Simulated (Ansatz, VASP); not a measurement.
Two plane-wave programs on SnO

File INCAR:

```
PREC = Accurate
ENCUT = 520
EDIFF = 1E-7
ISMEAR = 0
SIGMA = 0.1
LREAL = F
LASPH = T
NELM = 60
ALGO = Normal
ISIF = 2
LWAVE = F
LCHARG = F
GGA = PE
NBANDS = 50
```

Contents of KPOINTS:

```
regular mesh
0
Gamma
  4 4 2
```

The input POSCAR:

```
SnO
1.0
   -3.8683851360      0.0000000000      0.0000000000
    0.0000000000      0.0000000000     -5.0681278375
    0.0000000000     -7.7367702720      0.0000000000
Sn O
4 4
Direct
    0.5000000000      0.7713437015      0.0000000000
    0.5000000000      0.7713437015      0.5000000000
    0.0000000000      0.2286562985      0.7500000000
    0.0000000000      0.2286562985      0.2500000000
    1.0000000000      0.0000000000      1.0000000000
    1.0000000000      0.0000000000      0.5000000000
    0.5000000000      0.0000000000      0.7500000000
    0.5000000000      0.0000000000      0.2500000000
```

Input for Ansatz:

```yaml
crystal:
  lattice:
    - [-3.868385136, 0.0, 0.0]
    - [0.0, 0.0, -5.0681278375]
    - [0.0, -7.736770272, 0.0]
  atoms:
    - { symbol: Sn, position: [0.5, 0.7713437015, 0.0] }
    - { symbol: Sn, position: [0.5, 0.7713437015, 0.5] }
    - { symbol: Sn, position: [0.0, 0.2286562985, 0.75] }
    - { symbol: Sn, position: [0.0, 0.2286562985, 0.25] }
    - { symbol: O, position: [1.0, 0.0, 1.0] }
    - { symbol: O, position: [1.0, 0.0, 0.5] }
    - { symbol: O, position: [0.5, 0.0, 0.75] }
    - { symbol: O, position: [0.5, 0.0, 0.25] }
basis:
  ecutwfc: 420
kpoints:
  mp_grid: { grid: [4, 4, 2] }
hamiltonian:
  xc: pbe
scf:
  occupations: { method: gaussian, width: 0.1 }
  lower_state_search: "off"
output:
  forces: true
  stress: true
  eigenvalues: true
```

Alike in both runs: task single point; functional PBE; k mesh 4 × 4 × 2; occupations gaussian, width 0.1 eV; no spin polarisation.

|  | VASP | Ansatz |
| --- | --- | --- |
| version | VASP 6.6.1 | Ansatz 0.2.0 |
| potentials or method | VASP PAW PBE potentials, release 64 (Sn_d, O), cutoff 520 eV | scalar-relativistic, plane waves, PAW |
| valence electrons in the cell | 80 | 80 |

Ansatz gave:

- gap on the k mesh at the Fermi level (eV): 0.50
- least direct gap on the mesh (eV): 1.94
- pressure (GPa): 0.1
- traceless stress, the component that is largest in VASP (GPa): 0.03
- rms of the force components (eV/Å): 0.001

What did VASP give for the same quantities?

gap on the k mesh at the Fermi level (eV): 0.51; least direct gap on the mesh (eV): 1.91; pressure (GPa): 0.3; traceless stress, the component that is largest in VASP (GPa): 0.06; rms of the force components (eV/Å): 0.030.

Atom by atom the forces differ by 0.031 eV/Å (rms over components).
